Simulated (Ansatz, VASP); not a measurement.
## InGaAs2: VASP beside Ansatz

Contents of INCAR:

```
  ALGO = Normal
  EDIFF = 1E-7
  ENCUT = 520
  GGA = PS
  ISIF = 2
  ISMEAR = 0
  LASPH = True
  LCHARG = False
  LREAL = False
  LWAVE = False
  NBANDS = 26
  NELM = 60
  PREC = Accurate
  SIGMA = 0.15
```

Contents of KPOINTS:

```
k-points
0
Gamma
  12 12 8
```

Contents of POSCAR:

```
InGaAs2
1.0
    4.3940012495      0.0000000000      0.0000000000
    0.0000000000      4.3940012495      0.0000000000
    0.0000000000      0.0000000000      5.9621480000
In Ga As
1 1 2
Direct
    0.0000000000      0.0000000000      0.5000000000
    0.5000000000      0.5000000000      0.0000000000
    0.5000000000      0.0000000000      0.7684750000
    0.0000000000      0.5000000000      0.2315250000
```

Input for Ansatz:

```yaml
crystal:
  lattice:
    - [4.3940012495, 0.0, 0.0]
    - [0.0, 4.3940012495, 0.0]
    - [0.0, 0.0, 5.962148]
  atoms:
    - { symbol: In, position: [0.0, 0.0, 0.5] }
    - { symbol: Ga, position: [0.5, 0.5, 0.0] }
    - { symbol: As, position: [0.5, 0.0, 0.768475] }
    - { symbol: As, position: [0.0, 0.5, 0.231525] }
basis:
  ecutwfc: 420
kpoints:
  mp_grid: { grid: [12, 12, 8] }
hamiltonian:
  xc: pbesol
scf:
  occupations: { method: gaussian, width: 0.15 }
output:
  forces: true
  stress: true
  eigenvalues: true
```

Change from the starting cell: strain +0.0400 x Voigt [1, 1, 0, 0, 0, 0], atoms carried along.

Alike in both runs: task single point; functional PBEsol; k mesh 12 × 12 × 8; occupations gaussian, width 0.15 eV; no spin polarisation.

|  | VASP | Ansatz |
| --- | --- | --- |
| version | VASP 6.6.1 | Ansatz 0.2.0 |
| potentials or method | VASP PAW PBE potentials, release 64 (In_d, Ga_d, As), cutoff 520 eV | scalar-relativistic, plane waves, PAW |
| valence electrons in the cell | 36 | 56 |

VASP gave:

```
pressure (GPa)                                                : -5.7
traceless stress, the component that is largest in VASP (GPa) : 1.25
rms of the force components (eV/Å)                            : 0.010
```

Question: What did Ansatz give for the same quantities?

Answer: Pressure (GPa): -5.8; traceless stress, the component that is largest in VASP (GPa): 1.25; rms of the force components (eV/Å): 0.010.

VASP's potentials were made for PBE, not for PBEsol. Atom by atom the forces differ by 0.000 eV/Å (rms over components). The functional is the same, so the differences come from potentials, cutoffs and numerics. VASP's potentials hold 36 valence electrons a cell and Ansatz's 56, so a difference there can come from the potentials and not from the codes.
